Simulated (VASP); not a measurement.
Input of a VASP 6.6.1 run:

INCAR

```
PREC = Accurate
ENCUT = 600
EDIFF = 1E-6
ISMEAR = 0
SIGMA = 0.02
LREAL = False
LASPH = True
NELM = 120
ALGO = Normal
ISIF = 2
LWAVE = False
LCHARG = False
GGA = PS
NBANDS = 11
GGA_COMPAT = False
```

File KPOINTS:

```
regular mesh
0
Gamma
  10 10 10
```

POSCAR

```
AlN
1.0
    0.0000000000      2.1900000000      2.1900000000
    2.1900000000      0.0000000000      2.1900000000
    2.1900000000      2.1900000000      0.0000000000
Al N
1 1
Direct
    0.0000000000      0.0000000000      0.0000000000
    0.2500000000      0.2500000000      0.2500000000
```

Potentials or basis: VASP PAW PBE potentials, release 64 (Al, N).

Command:

```bash
$ cat potpaw_PBE.64/Al/POTCAR potpaw_PBE.64/N/POTCAR > POTCAR
$ mpirun -np 1 vasp_std > vasp.out
```

(1) Predict the band gap on the k mesh.

(2) Predict the pressure.

## Answers

(1) 3.18 eV (least direct gap 4.06 eV).

(2) -0.5 GPa.

Caveat: the PAW data sets were made with another functional, which shifts forces and pressure a little.
